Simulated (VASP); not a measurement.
# Be (P6/mmm) in VASP: a series of runs, part 2 of 2

VASP 6.6.1. Earlier steps stand in the parts before.

## Step 3: Single point, r2SCAN

This run uses another cell than the first one: it holds 2 atoms, not 4.

POSCAR reads:

```
Be
1.0
    3.7216668664      0.0000000000      0.0000000000
   -1.8608334332      3.2230580507      0.0000000000
    0.0000000000      0.0000000000      1.9864286250
Be
2
Direct
    0.3333333333      0.6666666667      0.0000000000
    0.6666666667      0.3333333333      0.0000000000
```

INCAR.step1 reads:

```
ALGO = Normal ; EDIFF = 1E-4
ENCUT = 520 ; GGA = PE
ISMEAR = 0 ; LASPH = True
LCHARG = False ; LREAL = False
LWAVE = True ; NBANDS = 9
NELM = 80 ; PREC = Accurate
SIGMA = 0.1
```

INCAR.step2 reads:

```
ALGO = Normal ; EDIFF = 1E-7
ENCUT = 520 ; ISIF = 2
ISMEAR = 0 ; ISTART = 1
LASPH = True ; LCHARG = True
LELF = True ; LMIXTAU = True
LREAL = False ; LVHAR = True
LWAVE = False ; METAGGA = R2SCAN
NBANDS = 9 ; NELM = 80
PREC = Accurate ; SIGMA = 0.1
```

KPOINTS reads:

```
k-points
0
Gamma
  18 18 28
```

Potentials or basis: VASP PAW PBE potentials, release 64 (Be).

The run is started by

```console
$ cat potpaw_PBE.64/Be/POTCAR > POTCAR
$ cp INCAR.step1 INCAR
$ mpirun -np 1 vasp_std > vasp.out
$ cp INCAR.step2 INCAR
$ mpirun -np 1 vasp_std > vasp.out
```

OUTCAR:

```text
EDIFF = 1E-7
   ENCUT = 520
   ISIF = 2
   ISMEAR = 0
   ISTART = 1
   LASPH = True
   LREAL = False
   METAGGA = R2SCAN
   NELM = 80
   PREC = Accurate

 ion  position               nearest neighbor table
   1  0.333  0.667  0.000-   2 2.15   2 2.15   2 2.15
   2  0.667  0.333  0.000-   1 2.15   1 2.15   1 2.15

  LATTYP: Found a hexagonal cell.
 ALAT       =     3.7216668664
 C/A-ratio  =     0.5337470269

  Lattice vectors:

 A1 = (   3.7216668664,   0.0000000000,   0.0000000000)
 A2 = (  -1.8608334332,   3.2230580507,   0.0000000000)
 A3 = (   0.0000000000,   0.0000000000,   1.9864286250)

Analysis of symmetry for initial positions (statically):
=====================================================================
 Subroutine PRICEL returns:
 Original cell was already a primitive cell.

 Routine SETGRP: Setting up the symmetry group for a
 hexagonal supercell.

 Subroutine GETGRP returns: Found 24 space group operations
 (whereof 24 operations were pure point group operations)
 out of a pool of 24 trial point group operations.

The static configuration has the point symmetry D_6h.

Analysis of symmetry for dynamics (positions and initial velocities):
[... 159 lines left out ...]

 E-fermi :   2.6992     XC(G=0):  -9.5101

 val. band max:        2.6956928774   @ k =   0.0556   0.0556   0.0000
 cond. band min:       2.7016136413   @ k =   0.3889   0.2222   0.2857
 fundamental gap:      0.0059207639
 Fermi energy:         2.6991531701

 k-point     1 :       0.0000    0.0000    0.0000
  band No.  band energies     occupation
      1      -5.9286      2.00000
      2       3.2688      0.00000
      3       3.2688      0.00000
      4       8.0704      0.00000
      5       8.0704      0.00000
      6       9.2632      0.00000
      7      13.9367      0.00000
      8      23.6403      0.00000
      9      28.8072      0.00000
[... 265 lines left out ...]
 k-point    24 :       0.3889    0.1111    0.0000
  band No.  band energies     occupation
      1      -3.5606      2.00000
      2      -2.0731      2.00000
      3       0.8457      2.00000
      4       7.7303      0.00000
      5      13.5814      0.00000
      6      16.1687      0.00000
      7      16.8919      0.00000
      8      21.3913      0.00000
      9      25.0997      0.00000

 [... further k-points ...]
[... 5 lines left out ...]
  --------------------------------------------------------------------------------------
  -------------------------------------------------------------------------------------
  Total        0.0210710      0.0210710      0.0175408      0.0000000      0.0000000      0.0000000
  in kB        1.4168259      1.4168259      1.1794548      0.0000000      0.0000000      0.0000000
  external PRESSURE =       1.3377022 kB  Pullay stress =       0.0000000 kB

 VOLUME and BASIS-vectors are now :
 -----------------------------------------------------------------------------
  energy-cutoff  :      520.00
  volume of cell :       23.83
      direct lattice vectors                 reciprocal lattice vectors
     3.721666866  0.000000000  0.000000000     0.268696806  0.155132173  0.000000000
    -1.860833433  3.223058051  0.000000000     0.000000000  0.310264347  0.000000000
     0.000000000  0.000000000  1.986428625     0.000000000  0.000000000  0.503416024

 POSITION                                       TOTAL-FORCE (eV/Angst)
 -----------------------------------------------------------------------------------
     -0.00000      2.14871      0.00000        -0.000000     -0.000000     -0.000000
      1.86083      1.07435      0.00000         0.000000      0.000000      0.000000
 -----------------------------------------------------------------------------------
    total drift:                                0.000000     -0.000000      0.000000

  FREE ENERGIE OF THE ION-ELECTRON SYSTEM (eV)
  ---------------------------------------------------
  free  energy   TOTEN  =        -6.7450363336 eV

  energy  without entropy=       -6.7421424987  energy(sigma->0) =       -6.74358942
```

OUTCAR.step1:

```text
EDIFF = 1E-4
   ENCUT = 520
   GGA = PE
   ISMEAR = 0
   LASPH = True
[... 510 lines left out ...]
 -----------------------------------------------------------------------------------
     -0.00000      2.14871      0.00000        -0.000000      0.000000     -0.000000
      1.86083      1.07435      0.00000         0.000000     -0.000000      0.000000
 -----------------------------------------------------------------------------------
    total drift:                                0.000000     -0.000000      0.000000

  FREE ENERGIE OF THE ION-ELECTRON SYSTEM (eV)
  ---------------------------------------------------
  free  energy   TOTEN  =        -5.6745072176 eV

  energy  without entropy=       -5.6714590569  energy(sigma->0) =       -5.67298314
```

OSZICAR.step1:

```text
N       E                     dE             d eps       ncg     rms          rms(c)
DAV:   1    -0.580651707104E+00   -0.58065E+00   -0.16975E+03 10046   0.350E+02
DAV:   2    -0.575952190321E+01   -0.51789E+01   -0.50061E+01 14227   0.507E+01
DAV:   3    -0.582265414241E+01   -0.63132E-01   -0.62773E-01 12261   0.421E+00
DAV:   4    -0.582274258468E+01   -0.88442E-04   -0.88435E-04 15077   0.171E-01
DAV:   5    -0.582274261232E+01   -0.27635E-07   -0.27772E-07 12551   0.233E-03    0.158E+00
DAV:   6    -0.571885201502E+01    0.10389E+00   -0.49131E-02 12010   0.101E+00    0.926E-01
DAV:   7    -0.567410196291E+01    0.44750E-01   -0.74654E-02 12620   0.115E+00    0.848E-02
DAV:   8    -0.567449518357E+01   -0.39322E-03   -0.67611E-04 11558   0.157E-01    0.276E-02
DAV:   9    -0.567450721757E+01   -0.12034E-04   -0.70448E-05 12264   0.425E-02
   1 F= -.56745072E+01 E0= -.56729831E+01  d E =-.304816E-02
```

It took 3.4 min on 1 thread of Intel Xeon Platinum 8488C (Sapphire Rapids), shared host; peak memory 0.21 GiB.

What came out:

* Free energy: -6.7450 eV
* Pressure: 0.1 GPa
* Band gap on the k mesh: zero (bands 2 and 3 overlap by 8.82 eV)

Caveat: the PAW data sets were made with another functional, which shifts forces and pressure a little.

The gap in the log of VASP goes by the Fermi energy; the results here count the filled bands.